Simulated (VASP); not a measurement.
A run of VASP 6.6.1:

File INCAR:

```
SYSTEM = W
ALGO = Normal
EDIFF = 1E-7
ENCUT = 520
GGA = RP
ISIF = 2
ISMEAR = -1
IVDW = 13
LASPH = .TRUE.
LCHARG = .FALSE.
LREAL = .FALSE.
LWAVE = .FALSE.
NBANDS = 13
NELM = 60
PREC = Accurate
SIGMA = 0.05
```

Contents of KPOINTS:

```
k-points
0
G
  12 12 12
  0 0 0
```

The input POSCAR:

```
W
1.0
   -1.5785153790      1.5785153790      1.5785153790
    1.5785153790     -1.5785153790      1.5785153790
    1.5785153790      1.5785153790     -1.5785153790
W
1
Direct
    0.0000000000      0.0000000000      0.0000000000
```

Potentials or basis: VASP PAW PBE potentials, release 64 (W_sv).

Run with:

```sh
$ cat potpaw_PBE.64/W_sv/POTCAR > POTCAR
$ mpirun -np 1 vasp_std > vasp.out
```

Hardware: 1 thread of Intel Xeon 8259CL, with other jobs on the host.

How long does it take, and how much memory?

Wall time 21 s on 1 thread of Intel Xeon 8259CL, with other jobs on the host, peak memory 0.13 GiB. Counts: scf iterations 13, k points 72.
